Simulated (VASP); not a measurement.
# Ca (Fm-3m) in VASP: notebook

Ca is run at these levels: r2SCAN; tasks: single point.

Everything below comes from runs of VASP 6.6.1. Logs are shortened: lines on timing, memory, paths and dates and some standing lists are left out, and cuts for length are marked.

## (1) The cell of the first run

Symmetry: Fm-3m, No. 225, cubic system. The conventional cell has a = 5.551 Å, b = 5.551 Å, c = 5.551 Å, α = 90.00°, β = 90.00°, γ = 90.00°. Within 5.2 Å of Ca (site symmetry m-3m) lie 12 Ca at 3.93 Å.

## (2) Single point, r2SCAN

Contents of POSCAR:

```
Ca
1.0
    0.0000000000      2.7754464148      2.7754464148
    2.7754464148      0.0000000000      2.7754464148
    2.7754464148      2.7754464148      0.0000000000
Ca
1
Direct
    0.0000000000      0.0000000000      0.0000000000
```

Contents of INCAR.step1:

```
PREC = Accurate
ENCUT = 520
ISMEAR = -1
SIGMA = 0.05
LREAL = False
LASPH = True
NELM = 80
NBANDS = 11
GGA = PE
ALGO = Normal
EDIFF = 1E-4
LWAVE = True
LCHARG = False
```

Contents of INCAR.step2:

```
PREC = Accurate
ENCUT = 520
EDIFF = 1E-7
ISMEAR = -1
SIGMA = 0.05
LREAL = False
LASPH = True
NELM = 80
ALGO = Normal
ISIF = 2
LWAVE = False
LCHARG = True
METAGGA = R2SCAN
LMIXTAU = True
LELF = True
LVHAR = True
NBANDS = 11
ISTART = 1
```

Contents of KPOINTS:

```
Automatic mesh
0
Gamma
  8 8 8
```

Potentials or basis: VASP PAW PBE potentials, release 64 (Ca_sv).

Run with:

```
$ cat potpaw_PBE.64/Ca_sv/POTCAR > POTCAR
$ cp INCAR.step1 INCAR
$ mpirun -np 1 vasp_std > vasp.out
$ cp INCAR.step2 INCAR
$ mpirun -np 1 vasp_std > vasp.out
```

OUTCAR:

```text
PREC = Accurate
   ENCUT = 520
   EDIFF = 1E-7
   ISMEAR = -1
   LREAL = False
   LASPH = True
   NELM = 80
   ISIF = 2
   METAGGA = R2SCAN
   ISTART = 1

 ion  position               nearest neighbor table
   1  0.000  0.000  0.000-

  LATTYP: Found a face centered cubic cell.
 ALAT       =     5.5508928296

  Lattice vectors:

 A1 = (   0.0000000000,   2.7754464148,   2.7754464148)
 A2 = (   2.7754464148,   0.0000000000,   2.7754464148)
 A3 = (   2.7754464148,   2.7754464148,   0.0000000000)

Analysis of symmetry for initial positions (statically):
=====================================================================
 Subroutine PRICEL returns:
 Original cell was already a primitive cell.

 Routine SETGRP: Setting up the symmetry group for a
 face centered cubic supercell.

 Subroutine GETGRP returns: Found 48 space group operations
 (whereof 48 operations were pure point group operations)
 out of a pool of 48 trial point group operations.

The static configuration has the point symmetry O_h .

Analysis of symmetry for dynamics (positions and initial velocities):
=====================================================================
 Subroutine PRICEL returns:
 Original cell was already a primitive cell.

 Routine SETGRP: Setting up the symmetry group for a
 face centered cubic supercell.

 Subroutine GETGRP returns: Found 48 space group operations
 (whereof 48 operations were pure point group operations)
 out of a pool of 48 trial point group operations.

The dynamic configuration has the point symmetry O_h .

 Subroutine INISYM returns: Found 48 space group operations
 (whereof 48 operations are pure point group operations),
 and found     1 'primitive' translations

----------------------------------------------------------------------------------------

                                     Primitive cell

  volume of cell :      42.7591

  direct lattice vectors                    reciprocal lattice vectors
     0.000000000  2.775446415  2.775446415    -0.180151199  0.180151199  0.180151199
     2.775446415  0.000000000  2.775446415     0.180151199 -0.180151199  0.180151199
     2.775446415  2.775446415  0.000000000     0.180151199  0.180151199 -0.180151199

  length of vectors
     3.925073961  3.925073961  3.925073961     0.312031030  0.312031030  0.312031030

  position of ions in fractional coordinates (direct lattice)
     0.000000000  0.000000000  0.000000000

  ion indices of the primitive-cell ions
   primitive index   ion index
                 1           1

----------------------------------------------------------------------------------------

 KPOINTS: Automatic mesh

Automatic generation of k-mesh.
 Grid dimensions read from file:
 generate k-points for:    8    8    8

 Generating k-lattice:

  Cartesian coordinates                     Fractional coordinates (reciprocal lattice)
    -0.022518900  0.022518900  0.022518900     0.125000000  0.000000000  0.000000000
     0.022518900 -0.022518900  0.022518900     0.000000000  0.125000000  0.000000000
     0.022518900  0.022518900 -0.022518900     0.000000000  0.000000000  0.125000000

  Length of vectors
     0.039003879  0.039003879  0.039003879

  Shift w.r.t. Gamma in fractional coordinates (k-lattice)
     0.000000000  0.000000000  0.000000000

 Subroutine IBZKPT returns following result:
 ===========================================

 Found     29 irreducible k-points:

 Following reciprocal coordinates:
            Coordinates               Weight
  0.000000  0.000000  0.000000      1.000000
  0.125000  0.000000  0.000000      8.000000
  0.250000  0.000000  0.000000      8.000000
  0.375000  0.000000  0.000000      8.000000
  0.500000  0.000000  0.000000      4.000000
  0.125000  0.125000  0.000000      6.000000
[... 16 lines left out ...]
  0.500000  0.250000  0.125000     48.000000
 -0.375000  0.250000  0.125000     24.000000
 [... further k-points ...]
   k-points           NKPTS =     29   k-points in BZ     NKDIM =     29   number of bands    NBANDS=     11
   number of dos      NEDOS =    301   number of ions     NIONS =      1
   total plane-waves  NPLWV =  27000
   dimension x,y,z NGX =    30 NGY =   30 NGZ =   30
   dimension x,y,z NGXF=    60 NGYF=   60 NGZF=   60
   ions per type =               1
   NGX,Y,Z   is equivalent  to a cutoff of  12.71, 12.71, 12.71 a.u.
   NGXF,Y,Z  is equivalent  to a cutoff of  25.41, 25.41, 25.41 a.u.
 SYSTEM =  unknown system
   PREC   = accura    normal or accurate (medium, high low for compatibility)
   ISTART =      1    job   : 0-new  1-cont  2-samecut
   ICHARG =      0    charge: 1-file 2-atom 10-const
   ISPIN  =      1    spin polarized calculation?
   LNONCOLLINEAR =      F non collinear calculations
   LSORBIT =      F    spin-orbit coupling
   LASPH  =      T    aspherical Exc in radial PAW
   ENCUT  =  520.0 eV  38.22 Ry    6.18 a.u.   7.30  7.30  7.30*2*pi/ulx,y,z
   NELM   =     80;   NELMIN=  2; NELMDL=  0     # of ELM steps
   EDIFF  = 0.1E-06   stopping-criterion for ELM
   LREAL  =      F    real-space projection
   EDIFFG = 0.1E-05   stopping-criterion for IOM
   NSW    =      0    number of steps for IOM
   IBRION =     -1    ionic relax: 0-MD 1-quasi-New 2-CG
   NFREE  =      0    steps in history (QN), initial steepest desc. (CG)
   ISIF   =      2    stress and relaxation
   ISYM   =      2    0-nonsym 1-usesym 2-fastsym
   POTIM  = 0.5000    time-step for ionic-motion
   TEBEG  =    0.0;   TEEND  =   0.0 temperature during run
   PSTRESS=    0.0 pullay stress
   NELECT =      10.0000    total number of electrons
   NUPDOWN=      -1.0000    fix difference up-down
   EMIN   =  10.00;   EMAX   =-10.00  energy-range for DOS
   EFERMI =   0.00;   METHOD = LEGACY
   ISMEAR =    -1;   SIGMA  =   0.05  broadening in eV -4-tet -1-fermi 0-gaus
   EFERMI_NEDOS =   21; number of points for ismear=-14 and -15
   IALGO  =     38    algorithm
   IMIX   =      4    mixing-type and parameters
     AMIX     =   0.40;   BMIX     =  1.00
     AMIX_MAG =   1.60;   BMIX_MAG =  1.00
  volume/ion in A,a.u.               =      42.76       288.55
  Fermi-wavevector in a.u.,A,eV,Ry     =   1.008630  1.906035 13.841683  1.017335
  Thomas-Fermi vector in A             =   2.141509
   LORBIT       =      0    0 simple, 1 ext, 2 COOP (PROOUT), +10 PAW based schemes
   METAGGA = R2SCAN    functional components
   LHFCALC =     F    Hartree Fock is set to
   AEXX    =    0.0000 exact exchange contribution
   IVDW    =     0    specifies the selected vdW correction
   LEPSILON=     F    determine dielectric tensor
   LRPA    =     F    only Hartree local field effects (RPA)
 non-spin polarized calculation
  energy-cutoff  :      520.00
  volume of cell :       42.76
 maximum number of plane-waves:      1174
 NGX is ok and might be reduce to    30
   NGX = 15   NGY = 15   NGZ = 15

 number of electron       9.9999999 magnetization

 Free energy of the ion-electron system (eV)
  ---------------------------------------------------
  ext. energy  EPLUGINS =         0.00000000
  ---------------------------------------------------
  free energy    TOTEN  =        -7.03419111 eV

  energy without entropy =       -7.02206683  energy(sigma->0) =       -7.02812897

 E-fermi :   1.8906     XC(G=0):  -8.1768

 val. band max:        1.8295264929   @ k =  -0.3750   0.3750   0.1250
 cond. band min:       1.9405015694   @ k =   0.5000   0.1250   0.0000
 fundamental gap:      0.1109750765
 Fermi energy:         1.8905647174

 k-point     1 :       0.0000    0.0000    0.0000
  band No.  band energies     occupation
      1     -41.8562      2.00000
      2     -21.8862      2.00000
      3     -21.8862      2.00000
      4     -21.8861      2.00000
      5      -2.3204      2.00000
      6       4.6375      0.00000
      7       4.6376      0.00000
      8       4.6376      0.00000
      9       5.7543      0.00000
     10       5.7543      0.00000
     11      11.4944      0.00000

 k-point     2 :       0.1250    0.0000    0.0000
  band No.  band energies     occupation
      1     -41.8542      2.00000
      2     -21.9070      2.00000
      3     -21.8891      2.00000
      4     -21.8890      2.00000
      5      -2.0424      2.00000
      6       4.3242      0.00000
      7       4.7307      0.00000
      8       4.7307      0.00000
      9       5.6756      0.00000
     10       5.6756      0.00000
     11      11.6432      0.00000

 k-point     3 :       0.2500    0.0000    0.0000
  band No.  band energies     occupation
      1     -41.8494      2.00000
      2     -21.9568      2.00000
      3     -21.8958      2.00000
      4     -21.8958      2.00000
      5      -1.2489      2.00000
      6       3.5825      0.00000
      7       4.7686      0.00000
      8       4.7687      0.00000
      9       5.7594      0.00000
     10       5.7594      0.00000
     11       9.8088      0.00000

 k-point     4 :       0.3750    0.0000    0.0000
  band No.  band energies     occupation
      1     -41.8446      2.00000
      2     -22.0060      2.00000
      3     -21.9026      2.00000
      4     -21.9025      2.00000
      5      -0.0733      2.00000
      6       2.6096      0.00000
      7       4.5906      0.00000
      8       4.5906      0.00000
      9       6.2030      0.00000
     10       6.2030      0.00000
     11       8.2516      0.00000
[... 239 lines left out ...]
 k-point    22 :       0.3750    0.2500    0.1250
  band No.  band energies     occupation
      1     -41.8458      2.00000
      2     -21.9690      2.00000
      3     -21.9213      2.00000
      4     -21.9044      2.00000
      5      -0.5845      2.00000
      6       3.3657      0.00000
      7       4.1947      0.00000
      8       5.1893      0.00000
      9       5.3484      0.00000
     10       6.3032      0.00000
     11       9.8761      0.00000

 k-point    23 :       0.5000    0.2500    0.1250
  band No.  band energies     occupation
      1     -41.8419      2.00000
      2     -21.9955      2.00000
      3     -21.9367      2.00000
      4     -21.9125      2.00000
      5       0.5218      2.00000
      6       2.7675      0.00000
      7       3.7457      0.00000
      8       5.0193      0.00000
      9       5.9279      0.00000
     10       6.6951      0.00000
     11       8.2323      0.00000

 k-point    24 :      -0.3750    0.2500    0.1250
  band No.  band energies     occupation
      1     -41.8403      2.00000
      2     -22.0069      2.00000
      3     -21.9416      2.00000
      4     -21.9169      2.00000
      5       1.6869      1.96651
      6       1.8009      1.71477
      7       3.6750      0.00000
      8       4.9183      0.00000
      9       6.3016      0.00000
     10       6.8367      0.00000
     11       7.3970      0.00000

 [... further k-points ...]
[... 5 lines left out ...]
  --------------------------------------------------------------------------------------
  -------------------------------------------------------------------------------------
  Total        0.0610895      0.0610895      0.0610895      0.0000000      0.0000000      0.0000000
  in kB        2.2890149      2.2890149      2.2890149      0.0000000      0.0000000      0.0000000
  external PRESSURE =       2.2890149 kB  Pullay stress =       0.0000000 kB

 VOLUME and BASIS-vectors are now :
 -----------------------------------------------------------------------------
  energy-cutoff  :      520.00
  volume of cell :       42.76
      direct lattice vectors                 reciprocal lattice vectors
     0.000000000  2.775446415  2.775446415    -0.180151199  0.180151199  0.180151199
     2.775446415  0.000000000  2.775446415     0.180151199 -0.180151199  0.180151199
     2.775446415  2.775446415  0.000000000     0.180151199  0.180151199 -0.180151199

 POSITION                                       TOTAL-FORCE (eV/Angst)
 -----------------------------------------------------------------------------------
      0.00000      0.00000      0.00000         0.000000     -0.000000     -0.000000
 -----------------------------------------------------------------------------------
    total drift:                               -0.000000     -0.000000     -0.000000

  FREE ENERGIE OF THE ION-ELECTRON SYSTEM (eV)
  ---------------------------------------------------
  free  energy   TOTEN  =        -7.0341911136 eV

  energy  without entropy=       -7.0220668271  energy(sigma->0) =       -7.02812897
```

It took 2.1 min on 1 thread of AMD EPYC 7R13, shared host; peak memory 0.14 GiB.

What came out:

- Free energy: -7.0342 eV
- Pressure: 0.2 GPa
- Band gap on the k mesh: zero (bands 5 and 6 overlap by 0.55 eV)

Caveat: the PAW data sets were made with another functional, which shifts forces and pressure a little.

## (3) Single point, r2SCAN

This run uses another cell than the first one, of 43.63 Å³/atom.

Contents of POSCAR:

```
Ca
1.0
    0.0000000000      2.7942000000      2.7942000000
    2.7942000000      0.0000000000      2.7942000000
    2.7942000000      2.7942000000      0.0000000000
Ca
1
Direct
    0.0000000000      0.0000000000      0.0000000000
```

Contents of INCAR.step1:

```
SYSTEM = Ca
  ALGO = Normal
  EDIFF = 1E-4
  ENCUT = 520
  GGA = PE
  ISMEAR = -1
  LASPH = .TRUE.
  LCHARG = .FALSE.
  LREAL = .FALSE.
  LWAVE = .TRUE.
  NBANDS = 11
  NELM = 80
  PREC = Accurate
  SIGMA = 0.05
```

Contents of INCAR.step2:

```
SYSTEM = Ca
  ALGO = Normal
  EDIFF = 1E-6
  ENCUT = 520
  ISIF = 2
  ISMEAR = -1
  ISTART = 1
  LASPH = .TRUE.
  LCHARG = .FALSE.
  LMIXTAU = .TRUE.
  LREAL = .FALSE.
  LWAVE = .FALSE.
  METAGGA = R2SCAN
  NBANDS = 11
  NELM = 80
  PREC = Accurate
  SIGMA = 0.05
```

Contents of KPOINTS:

```
k-points
0
G
  8 8 8
  0 0 0
```

Potentials or basis: VASP PAW PBE potentials, release 64 (Ca_sv).

Run with:

```
$ cat potpaw_PBE.64/Ca_sv/POTCAR > POTCAR
$ cp INCAR.step1 INCAR
$ mpirun -np 1 vasp_std > vasp.out
$ cp INCAR.step2 INCAR
$ mpirun -np 1 vasp_std > vasp.out
```

OUTCAR:

```text
SYSTEM = Ca
   EDIFF = 1E-6
   ENCUT = 520
   ISIF = 2
   ISMEAR = -1
   ISTART = 1
   LASPH = .TRUE.
   LREAL = .FALSE.
   METAGGA = R2SCAN
   NELM = 80
   PREC = Accurate

 ion  position               nearest neighbor table
   1  0.000  0.000  0.000-

  LATTYP: Found a face centered cubic cell.
 ALAT       =     5.5884000000

  Lattice vectors:

 A1 = (   0.0000000000,   2.7942000000,   2.7942000000)
 A2 = (   2.7942000000,   0.0000000000,   2.7942000000)
 A3 = (   2.7942000000,   2.7942000000,   0.0000000000)

Analysis of symmetry for initial positions (statically):
[... 505 lines left out ...]
      4     -22.0457      2.00000
      5       1.6064      1.96814
      6       1.7168      1.74341
      7       3.5858      0.00000
      8       4.8044      0.00000
      9       6.1544      0.00000
     10       6.6758      0.00000
     11       7.2066      0.00000

 [... further k-points ...]
[... 5 lines left out ...]
  --------------------------------------------------------------------------------------
  -------------------------------------------------------------------------------------
  Total       -0.0361551     -0.0361551     -0.0361551     -0.0000000      0.0000000     -0.0000000
  in kB       -1.3276338     -1.3276338     -1.3276338     -0.0000000      0.0000000     -0.0000000
  external PRESSURE =      -1.3276338 kB  Pullay stress =       0.0000000 kB

 VOLUME and BASIS-vectors are now :
 -----------------------------------------------------------------------------
  energy-cutoff  :      520.00
  volume of cell :       43.63
      direct lattice vectors                 reciprocal lattice vectors
     0.000000000  2.794200000  2.794200000    -0.178942094  0.178942094  0.178942094
     2.794200000  0.000000000  2.794200000     0.178942094 -0.178942094  0.178942094
     2.794200000  2.794200000  0.000000000     0.178942094  0.178942094 -0.178942094

 POSITION                                       TOTAL-FORCE (eV/Angst)
 -----------------------------------------------------------------------------------
      0.00000      0.00000      0.00000        -0.000000      0.000000      0.000000
 -----------------------------------------------------------------------------------
    total drift:                               -0.000000     -0.000000     -0.000000

  FREE ENERGIE OF THE ION-ELECTRON SYSTEM (eV)
  ---------------------------------------------------
  free  energy   TOTEN  =        -7.0347631224 eV

  energy  without entropy=       -7.0224977149  energy(sigma->0) =       -7.02863042
```

OSZICAR.step1:

```text
N       E                     dE             d eps       ncg     rms          rms(c)
DAV:   1     0.664998344005E+02    0.66500E+02   -0.50464E+03   638   0.825E+02
DAV:   2    -0.342346993968E+00   -0.66842E+02   -0.66182E+02   710   0.207E+02
DAV:   3    -0.185762514131E+01   -0.15153E+01   -0.15031E+01   943   0.311E+01
DAV:   4    -0.194009711607E+01   -0.82472E-01   -0.82305E-01   855   0.560E+00
DAV:   5    -0.194109287276E+01   -0.99576E-03   -0.99566E-03   865   0.616E-01    0.222E+00
DAV:   6    -0.193462468006E+01    0.64682E-02   -0.10874E-02   795   0.113E+00    0.135E+00
DAV:   7    -0.193317287755E+01    0.14518E-02   -0.16700E-02   722   0.150E+00    0.101E-01
DAV:   8    -0.193274355952E+01    0.42932E-03   -0.19190E-03   753   0.413E-01    0.225E-02
DAV:   9    -0.193275557483E+01   -0.12015E-04   -0.87968E-05   656   0.827E-02
   1 F= -.19327556E+01 E0= -.19267405E+01  d E =-.120302E-01
```

It took 99 s on 1 thread of AMD EPYC 7R13, shared host; peak memory 0.14 GiB.

What came out:

| Quantity | Value |
| --- | --- |
| Free energy | -7.0348 eV |
| Pressure | -0.1 GPa |
| Band gap on the k mesh | zero (bands 5 and 6 overlap by 0.58 eV) |

Caveat: the PAW data sets were made with another functional, which shifts forces and pressure a little.
